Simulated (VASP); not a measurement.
# Al (Fm-3m) in VASP: single point with PBE+D4

Aim: the single point of Al with PBE+D4.

Program: VASP 6.6.1. These are calculated values, not measurements. Logs are shortened: lines on timing, memory, paths and dates and some standing lists are left out, and cuts for length are marked.

## 1. The cell of the first run

It takes space group Fm-3m (No. 225, cubic). Conventional cell: a = 4.041 Å, b = 4.041 Å, c = 4.041 Å, α = 90.00°, β = 90.00°, γ = 90.00°. Al (site symmetry m-3m) has 12 Al at 2.86 Å within 3.8 Å.

## 2. Single point, PBE+D4

The input, INCAR:

```
PREC     = Accurate       # precision mode
ENCUT    = 520            # plane-wave cutoff, eV
EDIFF    = 1E-7           # SCF threshold, eV
ISMEAR   = -1             # smearing method
SIGMA    = 0.08           # smearing width, eV
LREAL    = F              # projectors in reciprocal space
LASPH    = T              # aspherical terms in the spheres
NELM     = 60             # most SCF steps
ALGO     = Normal         # electronic algorithm
ISIF     = 2              # what is computed and relaxed
LWAVE    = F              # write WAVECAR
LCHARG   = F              # write CHGCAR
GGA      = PE             # functional
IVDW     = 13             # dispersion correction
ISYM     = 0            
NBANDS   = 12             # bands
```

The input, KPOINTS:

```
Automatic mesh
0
Gamma
  16 16 6
```

The input, POSCAR:

```
Al
1.0
    0.0000000000      2.0205472810     -2.0205472810
   -2.0205472810      0.0000000000      2.0205472810
    4.0410945620      4.0410945620      4.0410945620
Al
3
Direct
    0.0000000000      0.0000000000      0.0000000000
    0.3333333330      0.6666666670      0.3333333330
    0.6666666670      0.3333333330      0.6666666670
```

Potentials or basis: VASP PAW PBE potentials, release 64 (Al).

Command:

```sh
> cat potpaw_PBE.64/Al/POTCAR > POTCAR
> mpirun -np 1 vasp_std > vasp.out
```

OUTCAR:

```text
PREC = Accurate
   ENCUT = 520
   EDIFF = 1E-7
   ISMEAR = -1
   LREAL = F
   LASPH = T
   NELM = 60
   ISIF = 2
   GGA = PE
   IVDW = 13
   ISYM = 0

 ion  position               nearest neighbor table
   1  0.000  0.000  0.000-   2 2.86   3 2.86   3 2.86   2 2.86   3 2.86   2 2.86
   2  0.333  0.667  0.333-   1 2.86   1 2.86   1 2.86   3 2.86   3 2.86   3 2.86
   3  0.667  0.333  0.667-   1 2.86   1 2.86   1 2.86   2 2.86   2 2.86   2 2.86

IMPORTANT INFORMATION: All symmetrisations will be switched off!
NOSYMM: (Re-)initialisation of all symmetry stuff for point group C_1.

----------------------------------------------------------------------------------------

                                     Primitive cell

  volume of cell :      49.4947

  direct lattice vectors                    reciprocal lattice vectors
     0.000000000  2.020547281 -2.020547281    -0.164971806  0.329943611 -0.164971806
    -2.020547281  0.000000000  2.020547281    -0.329943611  0.164971806  0.164971806
     4.041094562  4.041094562  4.041094562     0.082485903  0.082485903  0.082485903

  length of vectors
     2.857485368  2.857485368  6.999381100     0.404096746  0.404096746  0.142869775

  position of ions in fractional coordinates (direct lattice)
     0.000000000  0.000000000  0.000000000
     0.333333333  0.666666667  0.333333333
     0.666666667  0.333333333  0.666666667

  ion indices of the primitive-cell ions
   primitive index   ion index
                 1           1
                 2           2
                 3           3

----------------------------------------------------------------------------------------

 KPOINTS: Automatic mesh

Automatic generation of k-mesh.
 Grid dimensions read from file:
 generate k-points for:   16   16    6

 Generating k-lattice:

  Cartesian coordinates                     Fractional coordinates (reciprocal lattice)
    -0.010310738  0.020621476 -0.010310738     0.062500000  0.000000000  0.000000000
    -0.020621476  0.010310738  0.010310738     0.000000000  0.062500000  0.000000000
     0.013747650  0.013747650  0.013747650     0.000000000  0.000000000  0.166666667

  Length of vectors
     0.025256047  0.025256047  0.023811629

  Shift w.r.t. Gamma in fractional coordinates (k-lattice)
     0.000000000  0.000000000  0.000000000

 Subroutine IBZKPT returns following result:
 ===========================================

 Found    772 irreducible k-points:

 Following reciprocal coordinates:
            Coordinates               Weight
  0.000000  0.000000  0.000000      1.000000
  0.062500  0.000000  0.000000      2.000000
  0.000000  0.062500  0.000000      2.000000
 -0.062500  0.062500  0.000000      2.000000
  0.125000  0.000000  0.000000      2.000000
  0.000000  0.125000  0.000000      2.000000
[... 16 lines left out ...]
  0.500000  0.000000  0.000000      1.000000
  0.000000  0.500000  0.000000      1.000000
 [... further k-points ...]
   k-points           NKPTS =    772   k-points in BZ     NKDIM =    772   number of bands    NBANDS=     12
   number of dos      NEDOS =    301   number of ions     NIONS =      3
   total plane-waves  NPLWV =  31104
   dimension x,y,z NGX =    24 NGY =   24 NGZ =   54
   dimension x,y,z NGXF=    48 NGYF=   48 NGZF=  108
   ions per type =               3
   NGX,Y,Z   is equivalent  to a cutoff of  13.96, 13.96, 12.83 a.u.
   NGXF,Y,Z  is equivalent  to a cutoff of  27.93, 27.93, 25.65 a.u.
 SYSTEM =  unknown system
   PREC   = accura    normal or accurate (medium, high low for compatibility)
   ISTART =      0    job   : 0-new  1-cont  2-samecut
   ICHARG =      2    charge: 1-file 2-atom 10-const
   ISPIN  =      1    spin polarized calculation?
   LNONCOLLINEAR =      F non collinear calculations
   LSORBIT =      F    spin-orbit coupling
   LASPH  =      T    aspherical Exc in radial PAW
   ENCUT  =  520.0 eV  38.22 Ry    6.18 a.u.   5.31  5.31 13.01*2*pi/ulx,y,z
   NELM   =     60;   NELMIN=  2; NELMDL= -5     # of ELM steps
   EDIFF  = 0.1E-06   stopping-criterion for ELM
   LREAL  =      F    real-space projection
   EDIFFG = 0.1E-05   stopping-criterion for IOM
   NSW    =      0    number of steps for IOM
   IBRION =     -1    ionic relax: 0-MD 1-quasi-New 2-CG
   NFREE  =      0    steps in history (QN), initial steepest desc. (CG)
   ISIF   =      2    stress and relaxation
   ISYM   =      0    0-nonsym 1-usesym 2-fastsym
   POTIM  = 0.5000    time-step for ionic-motion
   TEBEG  =    0.0;   TEEND  =   0.0 temperature during run
   PSTRESS=    0.0 pullay stress
   NELECT =       9.0000    total number of electrons
   NUPDOWN=      -1.0000    fix difference up-down
   EMIN   =  10.00;   EMAX   =-10.00  energy-range for DOS
   EFERMI =   0.00;   METHOD = LEGACY
   ISMEAR =    -1;   SIGMA  =   0.08  broadening in eV -4-tet -1-fermi 0-gaus
   EFERMI_NEDOS =   21; number of points for ismear=-14 and -15
   IALGO  =     38    algorithm
   IMIX   =      4    mixing-type and parameters
     AMIX     =   0.40;   BMIX     =  1.00
     AMIX_MAG =   1.60;   BMIX_MAG =  1.00
  volume/ion in A,a.u.               =      16.50       111.34
  Fermi-wavevector in a.u.,A,eV,Ry     =   0.927476  1.752676 11.703903  0.860213
  Thomas-Fermi vector in A             =   2.053550
   LORBIT       =      0    0 simple, 1 ext, 2 COOP (PROOUT), +10 PAW based schemes
   GGA     = PE    functional components
   LHFCALC =     F    Hartree Fock is set to
   AEXX    =    0.0000 exact exchange contribution
   IVDW    =    13    specifies the selected vdW correction
   LEPSILON=     F    determine dielectric tensor
   LRPA    =     F    only Hartree local field effects (RPA)
 non-spin polarized calculation
  energy-cutoff  :      520.00
  volume of cell :       49.49
 maximum number of plane-waves:      1359
 NGX is ok and might be reduce to    24
   NGX = 11   NGY = 11   NGZ = 27

 number of electron       9.0000000 magnetization

 Free energy of the ion-electron system (eV)
  ---------------------------------------------------
  ext. energy  EPLUGINS =         0.00000000
  ---------------------------------------------------
  free energy    TOTEN  =       -11.25898993 eV

  energy without entropy =      -11.23578767  energy(sigma->0) =      -11.24738880

 E-fermi :   8.0193     XC(G=0): -10.1970

 val. band max:        8.0020194341   @ k =   0.3125   0.2500  -0.0000
 cond. band min:       8.0413838664   @ k =  -0.1250   0.3750   0.0000
 fundamental gap:      0.0393644322
 Fermi energy:         8.0192700961

 k-point     1 :       0.0000    0.0000    0.0000
  band No.  band energies     occupation
      1      -3.1340      2.00000
      2      -0.1437      2.00000
      3      -0.1437      2.00000
      4       8.4968      0.00510
      5       8.4968      0.00510
      6      18.7710      0.00000
      7      18.7710      0.00000
      8      18.7710      0.00000
      9      18.7710      0.00000
     10      20.6209      0.00000
     11      20.6209      0.00000
     12      20.6209      0.00000

 k-point     2 :       0.0625    0.0000    0.0000
  band No.  band energies     occupation
      1      -3.0396      2.00000
      2      -0.0513      2.00000
      3      -0.0513      2.00000
      4       8.5801      0.00180
      5       8.5813      0.00178
      6      16.8489      0.00000
      7      17.5544      0.00000
      8      19.0034      0.00000
      9      19.0965      0.00000
     10      19.5026      0.00000
     11      19.9660      0.00000
     12      20.0537      0.00000

 k-point     3 :       0.0000    0.0625    0.0000
  band No.  band energies     occupation
      1      -3.0396      2.00000
      2      -0.0513      2.00000
      3      -0.0513      2.00000
      4       8.5801      0.00180
      5       8.5813      0.00178
      6      16.8489      0.00000
      7      17.5544      0.00000
      8      19.0034      0.00000
      9      19.0965      0.00000
     10      19.5026      0.00000
     11      19.9659      0.00000
     12      20.0506      0.00000

 k-point     4 :      -0.0625    0.0625    0.0000
  band No.  band energies     occupation
      1      -3.0396      2.00000
      2      -0.0513      2.00000
      3      -0.0513      2.00000
      4       8.5801      0.00180
      5       8.5813      0.00178
      6      16.8489      0.00000
      7      17.5544      0.00000
      8      19.0034      0.00000
      9      19.0965      0.00000
     10      19.5026      0.00000
     11      19.9660      0.00000
     12      20.0501      0.00000

 k-point     5 :       0.1250    0.0000    0.0000
  band No.  band energies     occupation
      1      -2.7568      2.00000
      2       0.2255      2.00000
      3       0.2256      2.00000
      4       8.8224      0.00009
      5       8.8349      0.00007
      6      14.5574      0.00000
      7      16.5007      0.00000
      8      16.8954      0.00000
      9      17.2221      0.00000
     10      18.2107      0.00000
     11      19.0164      0.00000
     12      19.0974      0.00000
[... 228 lines left out ...]
      1       1.4189      2.00000
      2       4.1930      2.00000
      3       4.2385      2.00000
      4       4.4441      2.00000
      5       7.1703      1.99995
      6       7.4072      1.99905
      7      12.4219      0.00000
      8      12.9497      0.00000
      9      13.6765      0.00000
     10      14.3319      0.00000
     11      15.6499      0.00000
     12      16.2654      0.00000

 k-point    22 :      -0.4375    0.4375    0.0000
  band No.  band energies     occupation
      1       1.4189      2.00000
      2       4.1930      2.00000
      3       4.2385      2.00000
      4       4.4441      2.00000
      5       7.1703      1.99995
      6       7.4072      1.99905
      7      12.4219      0.00000
      8      12.9497      0.00000
      9      13.6765      0.00000
     10      14.3319      0.00000
     11      15.6499      0.00000
     12      16.2644      0.00000

 k-point    23 :       0.5000    0.0000    0.0000
  band No.  band energies     occupation
      1       2.7815      2.00000
      2       2.7815      2.00000
      3       5.0771      2.00000
      4       5.6673      2.00000
      5       5.6673      2.00000
      6       6.4005      2.00000
      7      13.2591      0.00000
      8      13.5961      0.00000
      9      13.5962      0.00000
     10      14.2203      0.00000
     11      14.2203      0.00000
     12      16.1838      0.00000

 k-point    24 :       0.0000    0.5000    0.0000
  band No.  band energies     occupation
      1       2.7815      2.00000
      2       2.7815      2.00000
      3       5.0771      2.00000
      4       5.6673      2.00000
      5       5.6673      2.00000
      6       6.4005      2.00000
      7      13.2591      0.00000
      8      13.5961      0.00000
      9      13.5962      0.00000
     10      14.2203      0.00000
     11      14.2203      0.00000
     12      16.1838      0.00000

 [... further k-points ...]

------------------------ aborting loop because EDIFF is reached ----------------------------------------

  DFT-D4 for vdW energy calculation

  Edisp (eV):   -1.03152

  FORCE on cell =-STRESS in cart. coord.  units (eV):
  Direction    XX          YY          ZZ          XY          YZ          ZX
  --------------------------------------------------------------------------------------
  -------------------------------------------------------------------------------------
  Total      -1.01316    -1.01316    -1.01316     0.05555     0.05555     0.05555
  in kB     -32.79681   -32.79681   -32.79680     1.79816     1.79815     1.79815
  external pressure =      -32.80 kB  Pullay stress =        0.00 kB

 VOLUME and BASIS-vectors are now :
 -----------------------------------------------------------------------------
  energy-cutoff  :      520.00
  volume of cell :       49.49
      direct lattice vectors                 reciprocal lattice vectors
     0.000000000  2.020547281 -2.020547281    -0.164971806  0.329943611 -0.164971806
    -2.020547281  0.000000000  2.020547281    -0.329943611  0.164971806  0.164971806
     4.041094562  4.041094562  4.041094562     0.082485903  0.082485903  0.082485903

 POSITION                                       TOTAL-FORCE (eV/Angst)
 -----------------------------------------------------------------------------------
      0.00000      0.00000      0.00000         0.000000      0.000000      0.000000
     -0.00000      2.02055      2.02055        -0.000000     -0.000000     -0.000000
      2.02055      4.04109      2.02055         0.000000      0.000000      0.000000
 -----------------------------------------------------------------------------------
    total drift:                                0.000000      0.000000     -0.000000

  FREE ENERGIE OF THE ION-ELECTRON SYSTEM (eV)
  ---------------------------------------------------
  free  energy   TOTEN  =       -12.2905073102 eV

  energy  without entropy=      -12.2673050478  energy(sigma->0) =      -12.27890618
```

Run time: 6.5 min. Hardware: 1 thread of Intel Xeon 8259CL, shared host; peak memory 0.45 GiB.

What came out:

```yaml
Free_energy: -12.2905 eV
Pressure: -3.3 GPa
Band_gap_on_the_k_mesh: zero (an odd number of electrons rules out a gap without spin polarisation)
Dispersion_energy_per_atom: -0.344 eV
```

Caveat: the cell stands under tension.
